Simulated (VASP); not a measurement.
# AlMoO (P-62m) in VASP: further runs

Aim: see how the results for AlMoO move with the level of theory and the settings. Levels: PBE, PBE+U. Tasks: single point.

Everything below comes from runs of VASP 6.6.1. Logs are shortened: lines on timing, memory, paths and dates and some standing lists are left out, and cuts for length are marked.

### Step 1. The cell of the first run

It takes space group P-62m (No. 189, hexagonal). The conventional cell has a = 5.632 Å, b = 5.632 Å, c = 3.559 Å, α = 90.00°, β = 90.00°, γ = 120.00°. Within 2.8 Å of Al (site symmetry m2m) lie 4 O at 2.15 to 2.27 Å and 2 Al at 2.44 Å and 6 Mo at 2.60 to 2.70 Å. Within 3.1 Å of Mo (site symmetry m2m) lie 5 O at 2.33 to 2.46 Å and 6 Al at 2.60 to 2.70 Å and 4 Mo at 2.94 Å. O (site symmetry -6) has 3 Al at 2.15 Å and 6 Mo at 2.46 Å within 2.8 Å. Within 3.0 Å of O (site symmetry -62m) lie 6 Al at 2.27 Å and 3 Mo at 2.33 Å.

### Step 2. Single point, PBE

The input, INCAR:

```
ALGO = Normal
EDIFF = 1E-6
ENCUT = 600
GGA = PE
GGA_COMPAT = F
ISIF = 2
ISMEAR = -1
LASPH = T
LCHARG = F
LREAL = F
LWAVE = F
NBANDS = 44
NELM = 120
PREC = Accurate
SIGMA = 0.1
```

The input, KPOINTS:

```
k-points
0
Gamma
  4 4 5
```

The input, POSCAR:

```
AlMoO
1.0
    2.8160780000      4.8775850000      0.0000000000
   -2.8160780000      4.8775850000      0.0000000000
    0.0000000000      0.0000000000      3.5593760000
Al Mo O
3 3 3
Direct
    0.2503400000      0.7496600000      0.0000000000
    0.7496600000      0.0000000000      0.0000000000
    0.0000000000      0.2503400000      0.0000000000
    0.5864700000      0.4135300000      0.5000000000
    0.4135300000      0.0000000000      0.5000000000
    0.0000000000      0.5864700000      0.5000000000
    0.3333300000      0.3333400000      0.0000000000
    0.6666700000      0.6666600000      0.0000000000
    0.0000000000      0.0000000000      0.5000000000
```

Potentials or basis: VASP PAW PBE potentials, release 64 (Al, Mo_sv, O).

The run is started by

```bash
cat potpaw_PBE.64/Al/POTCAR potpaw_PBE.64/Mo_sv/POTCAR potpaw_PBE.64/O/POTCAR > POTCAR
mpirun -np 1 vasp_std > vasp.out
```

OUTCAR:

```text
EDIFF = 1E-6
   ENCUT = 600
   GGA = PE
   ISIF = 2
   ISMEAR = -1
   LASPH = T
   LREAL = F
   NELM = 120
   PREC = Accurate

 ion  position               nearest neighbor table
   1  0.250  0.750  0.000-   7 2.15   8 2.15   9 2.27   9 2.27   3 2.44   2 2.44   4 2.60   4 2.60
                             5 2.70   6 2.70   5 2.70   6 2.70
   2  0.750  0.000  0.000-   8 2.15   7 2.15   9 2.27   9 2.27   3 2.44   1 2.44   5 2.60   5 2.60
                             4 2.70   4 2.70   6 2.70   6 2.70
   3  0.000  0.250  0.000-   8 2.15   7 2.15   9 2.27   9 2.27   2 2.44   1 2.44   6 2.60   6 2.60
                             4 2.70   4 2.70   5 2.70   5 2.70
   4  0.586  0.414  0.500-   9 2.33   8 2.46   8 2.46   7 2.46   7 2.46   1 2.60   1 2.60   2 2.70
                             3 2.70   2 2.70   3 2.70   5 2.94   6 2.94   5 2.94   6 2.94
   5  0.414  0.000  0.500-   9 2.33   7 2.46   7 2.46   8 2.46   8 2.46   2 2.60   2 2.60   1 2.70
                             1 2.70   3 2.70   3 2.70   4 2.94   4 2.94   6 2.94   6 2.94
   6  0.000  0.586  0.500-   9 2.33   7 2.46   7 2.46   8 2.46   8 2.46   3 2.60   3 2.60   1 2.70
                             1 2.70   2 2.70   2 2.70   4 2.94   4 2.94   5 2.94   5 2.94
   7  0.333  0.333  0.000-   1 2.15   3 2.15   2 2.15   6 2.46   6 2.46   4 2.46   4 2.46   5 2.46
                             5 2.46
   8  0.667  0.667  0.000-   3 2.15   1 2.15   2 2.15   4 2.46   4 2.46   6 2.46   6 2.46   5 2.46
                             5 2.46
   9  0.000  0.000  0.500-   2 2.27   3 2.27   2 2.27   3 2.27   1 2.27   1 2.27   6 2.33   5 2.33
                             4 2.33

  LATTYP: Found a hexagonal cell.
 ALAT       =     5.6321515191
 C/A-ratio  =     0.6319744751

  Lattice vectors:

 A1 = (   2.8160780000,  -4.8775850000,   0.0000000000)
 A2 = (   2.8160780000,   4.8775850000,   0.0000000000)
 A3 = (   0.0000000000,   0.0000000000,   3.5593760000)

Analysis of symmetry for initial positions (statically):
=====================================================================
 Subroutine PRICEL returns:
 Original cell was already a primitive cell.

 Routine SETGRP: Setting up the symmetry group for a
 hexagonal supercell.

 Subroutine GETGRP returns: Found  4 space group operations
 (whereof  4 operations were pure point group operations)
 out of a pool of 24 trial point group operations.

The static configuration has the point symmetry C_2v.

Analysis of symmetry for dynamics (positions and initial velocities):
=====================================================================
 Subroutine PRICEL returns:
 Original cell was already a primitive cell.

 Routine SETGRP: Setting up the symmetry group for a
[... 126 lines left out ...]
   PSTRESS=    0.0 pullay stress
   NELECT =      69.0000    total number of electrons
   NUPDOWN=      -1.0000    fix difference up-down
   EMIN   =  10.00;   EMAX   =-10.00  energy-range for DOS
   EFERMI =   0.00;   METHOD = LEGACY
   ISMEAR =    -1;   SIGMA  =   0.10  broadening in eV -4-tet -1-fermi 0-gaus
   EFERMI_NEDOS =   21; number of points for ismear=-14 and -15
   IALGO  =     38    algorithm
   IMIX   =      4    mixing-type and parameters
     AMIX     =   0.40;   BMIX     =  1.00
     AMIX_MAG =   1.60;   BMIX_MAG =  1.00
  volume/ion in A,a.u.               =      10.86        73.32
  Fermi-wavevector in a.u.,A,eV,Ry     =   1.457494  2.754264 28.902697  2.124288
  Thomas-Fermi vector in A             =   2.574289
   LORBIT       =      0    0 simple, 1 ext, 2 COOP (PROOUT), +10 PAW based schemes
   GGA     = PE    functional components
   LHFCALC =     F    Hartree Fock is set to
   AEXX    =    0.0000 exact exchange contribution
   IVDW    =     0    specifies the selected vdW correction
   LEPSILON=     F    determine dielectric tensor
   LRPA    =     F    only Hartree local field effects (RPA)
 non-spin polarized calculation
  energy-cutoff  :      600.00
  volume of cell :       97.78
 maximum number of plane-waves:      3290
 NGX is ok and might be reduce to    48
   NGX = 23   NGY = 23   NGZ = 15

 number of electron      69.0000017 magnetization

 Free energy of the ion-electron system (eV)
  ---------------------------------------------------
  ext. energy  EPLUGINS =         0.00000000
  ---------------------------------------------------
  free energy    TOTEN  =       -58.60471859 eV

  energy without entropy =      -58.45689368  energy(sigma->0) =      -58.53080614

 E-fermi :  12.0564     XC(G=0): -12.8058

 val. band max:       12.0352166148   @ k =   0.0000   0.0000   0.0000
 cond. band min:      12.0911584484   @ k =   0.2500   0.0000   0.4000
 fundamental gap:      0.0559418336
 Fermi energy:        12.0563588571

 k-point     1 :       0.0000    0.0000    0.0000
  band No.  band energies     occupation
      1     -49.0412      2.00000
      2     -48.9668      2.00000
      3     -48.9668      2.00000
      4     -23.5166      2.00000
      5     -23.3083      2.00000
      6     -23.2271      2.00000
[... 976 lines left out ...]
     43      15.0862      0.00000
     44      15.7456      0.00000

------------------------ aborting loop because EDIFF is reached ----------------------------------------

  FORCE on cell =-STRESS in cart. coord.  units (eV):
  Direction    XX          YY          ZZ          XY          YZ          ZX
  --------------------------------------------------------------------------------------
  -------------------------------------------------------------------------------------
  Total       17.3818514     17.3816042     12.9777976     -0.0001822      0.0000000      0.0000000
  in kB      284.8086833    284.8046322    212.6464757     -0.0029851      0.0000000      0.0000000
  external PRESSURE =     260.7532637 kB  Pullay stress =       0.0000000 kB

 VOLUME and BASIS-vectors are now :
 -----------------------------------------------------------------------------
  energy-cutoff  :      600.00
  volume of cell :       97.78
      direct lattice vectors                 reciprocal lattice vectors
     2.816078000  4.877585000  0.000000000     0.177551900  0.102509746  0.000000000
    -2.816078000  4.877585000  0.000000000    -0.177551900  0.102509746  0.000000000
     0.000000000  0.000000000  3.559376000     0.000000000  0.000000000  0.280948121

 POSITION                                       TOTAL-FORCE (eV/Angst)
 -----------------------------------------------------------------------------------
     -1.40612      4.87758      0.00000         1.708782      0.000025      0.000000
      2.11110      3.65653      0.00000        -0.854409     -1.479878      0.000000
     -0.70498      1.22105      0.00000        -0.854369      1.479860      0.000000
      0.48701      4.87758      1.77969         0.389827      0.000006      0.000000
      1.16453      2.01703      1.77969        -0.194975     -0.337706      0.000000
     -1.65155      2.86056      1.77969        -0.194909      0.337603      0.000000
     -0.00003      3.25174      0.00000        -0.000066      0.000096      0.000000
      0.00003      6.50343      0.00000         0.000116     -0.000009      0.000000
      0.00000      0.00000      1.77969         0.000002      0.000004      0.000000
 -----------------------------------------------------------------------------------
    total drift:                               -0.000009     -0.000019      0.000000

  FREE ENERGIE OF THE ION-ELECTRON SYSTEM (eV)
  ---------------------------------------------------
  free  energy   TOTEN  =       -58.6047185900 eV

  energy  without entropy=      -58.4568936840  energy(sigma->0) =      -58.53080614
```

OSZICAR:

```text
N       E                     dE             d eps       ncg     rms          rms(c)
DAV:   1     0.718188747360E+03    0.71819E+03   -0.42946E+04  1848   0.174E+03
DAV:   2    -0.249505291407E+02   -0.74314E+03   -0.72361E+03  2104   0.465E+02
DAV:   3    -0.636080184034E+02   -0.38657E+02   -0.37446E+02  2368   0.991E+01
DAV:   4    -0.644735383205E+02   -0.86552E+00   -0.85476E+00  2212   0.130E+01
DAV:   5    -0.644862464705E+02   -0.12708E-01   -0.12694E-01  2200   0.161E+00    0.299E+01
DAV:   6    -0.609919291087E+02    0.34943E+01   -0.49521E+01  2128   0.360E+01    0.127E+01
DAV:   7    -0.587495561897E+02    0.22424E+01   -0.15767E+01  2180   0.184E+01    0.711E+00
DAV:   8    -0.586151704148E+02    0.13439E+00   -0.11401E+00  2076   0.571E+00    0.180E+00
DAV:   9    -0.586056612682E+02    0.95091E-02   -0.12095E-01  2308   0.173E+00    0.716E-01
DAV:  10    -0.586079440842E+02   -0.22828E-02   -0.37569E-02  2124   0.108E+00    0.541E-01
DAV:  11    -0.586047447048E+02    0.31994E-02   -0.18226E-02  2016   0.676E-01    0.271E-01
DAV:  12    -0.586047966598E+02   -0.51955E-04   -0.14676E-03  2244   0.248E-01    0.116E-01
DAV:  13    -0.586047220184E+02    0.74641E-04   -0.28889E-04  2464   0.108E-01    0.492E-02
DAV:  14    -0.586047216493E+02    0.36905E-06   -0.76656E-05  1948   0.418E-02    0.170E-02
DAV:  15    -0.586047193645E+02    0.22848E-05   -0.18957E-05  2076   0.252E-02    0.777E-03
DAV:  16    -0.586047185900E+02    0.77454E-06   -0.43480E-06  1772   0.112E-02
   1 F= -.58604719E+02 E0= -.58530806E+02  d E =-.147825E+00
```

Wall time 1.8 min (1 thread of Intel Xeon Platinum 8259CL at 2.50GHz (Skylake/Cascade Lake), shared host); peak memory 0.29 GiB.

Results:

| Quantity | Value |
| --- | --- |
| Free energy | -58.6047 eV |
| Pressure | 26.1 GPa |
| Largest force | 1.709 eV/Å |
| Band gap on the k mesh | zero (an odd number of electrons rules out a gap without spin polarisation) |

Forces on the atoms (eV/Å):
```
Al   1.709  0.000  0.000
Al  -0.854 -1.480  0.000
Al  -0.854  1.480  0.000
Mo   0.390  0.000  0.000
Mo  -0.195 -0.338  0.000
Mo  -0.195  0.338  0.000
O    0.000  0.000  0.000
O    0.000  0.000  0.000
O    0.000  0.000  0.000
```

Stress tensor (GPa, compression positive):
```
28.48  0.00  0.00
 0.00 28.48  0.00
 0.00  0.00 21.26
```

Levels at points of the mesh, in eV from the Fermi level:
| k point | band 30 | band 31 | band 32 | band 33 | band 34 | band 35 | band 36 | band 37 | band 38 | band 39 |
| --- | --- | --- | --- | --- | --- | --- | --- | --- | --- | --- |
| (0.00, 0.00, 0.00) | -2.57 | -0.97 | -0.97 | -0.75 | -0.10 | -0.02 | -0.02 | 0.63 | 0.63 | 0.64 |
| (0.50, 0.00, 0.00) | -1.69 | -1.34 | -1.26 | -0.88 | -0.38 | -0.29 | 0.18 | 0.39 | 0.83 | 0.94 |
| (0.00, 0.50, 0.00) | -1.69 | -1.34 | -1.26 | -0.88 | -0.38 | -0.29 | 0.18 | 0.39 | 0.83 | 0.94 |

Caveat: the cell stands under pressure; an odd number of electrons without spin polarisation forces a metal; a magnetic or distorted state may lie lower.

### Step 3. Single point, PBE

The input, INCAR:

```
SYSTEM = AlMoO
ALGO = Normal
EDIFF = 1E-6
ENCUT = 600
GGA = PE
GGA_COMPAT = .FALSE.
ISIF = 2
ISMEAR = -4
LASPH = .TRUE.
LCHARG = .FALSE.
LREAL = .FALSE.
LWAVE = .FALSE.
NBANDS = 44
NELM = 120
PREC = Accurate
SIGMA = 0.1
```

The input, KPOINTS:

```
k-points
0
G
  4 4 5
  0 0 0
```

POSCAR is that of step 2.

Potentials or basis: VASP PAW PBE potentials, release 64 (Al, Mo_sv, O).

The run is started by

```bash
cat potpaw_PBE.64/Al/POTCAR potpaw_PBE.64/Mo_sv/POTCAR potpaw_PBE.64/O/POTCAR > POTCAR
mpirun -np 1 vasp_std > vasp.out
```

It took 1.7 min on 1 thread of Intel Xeon Platinum 8259CL at 2.50GHz (Skylake/Cascade Lake), shared host; peak memory 0.29 GiB.

Results (log left out):

```yaml
Free_energy: -58.4759 eV
Pressure: 26.1 GPa
Largest_force: 1.713 eV/Å
Band_gap_on_the_k_mesh: zero (an odd number of electrons rules out a gap without spin polarisation)
```

Forces on the atoms (eV/Å):
```
Al   1.709  0.003  0.000
Al  -0.856 -1.483  0.000
Al  -0.852  1.481  0.000
Mo   0.372 -0.005  0.000
Mo  -0.187 -0.324  0.000
Mo  -0.190  0.320  0.000
O    0.001  0.005  0.000
O    0.004  0.004  0.000
O    0.000 -0.001  0.000
```

Stress tensor (GPa, compression positive):
```
28.15  0.00  0.00
 0.00 28.15  0.00
 0.00  0.00 21.86
```

Levels at points of the mesh, in eV from the Fermi level:
```
           k point  band 31  band 32  band 33  band 34  band 35  band 36  band 37  band 38
(0.00, 0.00, 0.00)    -0.98    -0.98    -0.77    -0.10    -0.03    -0.03     0.62     0.62
(0.50, 0.00, 0.00)    -1.36    -1.27    -0.88    -0.39    -0.31     0.16     0.38     0.81
(0.00, 0.50, 0.00)    -1.36    -1.27    -0.88    -0.39    -0.31     0.16     0.38     0.81
```

Caveat: the cell stands under pressure; an odd number of electrons without spin polarisation forces a metal; a magnetic or distorted state may lie lower.

### Step 4. Single point, PBE

The input, INCAR:

```
ALGO     = Normal         # electronic algorithm
EDIFF    = 1E-6           # SCF threshold, eV
ENCUT    = 600            # plane-wave cutoff, eV
GGA      = PE             # functional
GGA_COMPAT= F            
ISIF     = 2              # what is computed and relaxed
ISMEAR   = -1             # smearing method
LASPH    = T              # aspherical terms in the spheres
LCHARG   = F              # write CHGCAR
LREAL    = F              # projectors in reciprocal space
LWAVE    = F              # write WAVECAR
NBANDS   = 44             # bands
NELM     = 120            # most SCF steps
PREC     = Accurate       # precision mode
SIGMA    = 0.1            # smearing width, eV
```

The input, KPOINTS:

```
k-points
0
Gamma
  5 5 6
```

POSCAR is that of step 3.

The run is started by

```bash
cat potpaw_PBE.64/Al/POTCAR potpaw_PBE.64/Mo_sv/POTCAR potpaw_PBE.64/O/POTCAR > POTCAR
mpirun -np 1 vasp_std > vasp.out
```

It took 2.8 min on 1 thread of Intel Xeon Platinum 8259CL at 2.50GHz (Skylake/Cascade Lake), shared host; peak memory 0.34 GiB.

Results (log left out):

```yaml
Free_energy: -58.6037 eV
Pressure: 26.1 GPa
Largest_force: 1.705 eV/Å
Band_gap_on_the_k_mesh: zero (an odd number of electrons rules out a gap without spin polarisation)
```

Forces in eV/Å, atoms in the order of the input:
```
Al   1.705  0.000  0.000
Al  -0.852 -1.476  0.000
Al  -0.852  1.476  0.000
Mo   0.416  0.000  0.000
Mo  -0.208 -0.360  0.000
Mo  -0.208  0.360  0.000
O    0.000  0.000  0.000
O    0.000  0.000  0.000
O    0.000  0.000  0.000
```

Stress tensor (GPa, compression positive):
```
28.49  0.00  0.00
 0.00 28.49  0.00
 0.00  0.00 21.36
```

Levels at points of the mesh, in eV from the Fermi level:
| k point | band 32 | band 33 | band 34 | band 35 | band 36 | band 37 |
| --- | --- | --- | --- | --- | --- | --- |
| (0.00, 0.00, 0.00) | -0.89 | -0.68 | -0.03 | 0.05 | 0.05 | 0.70 |
| (0.00, 0.00, 0.50) | -0.84 | -0.84 | -0.75 | -0.55 | 1.12 | 1.12 |

Caveat: the cell stands under pressure; an odd number of electrons without spin polarisation forces a metal; a magnetic or distorted state may lie lower.

[end of part 1 of 2]
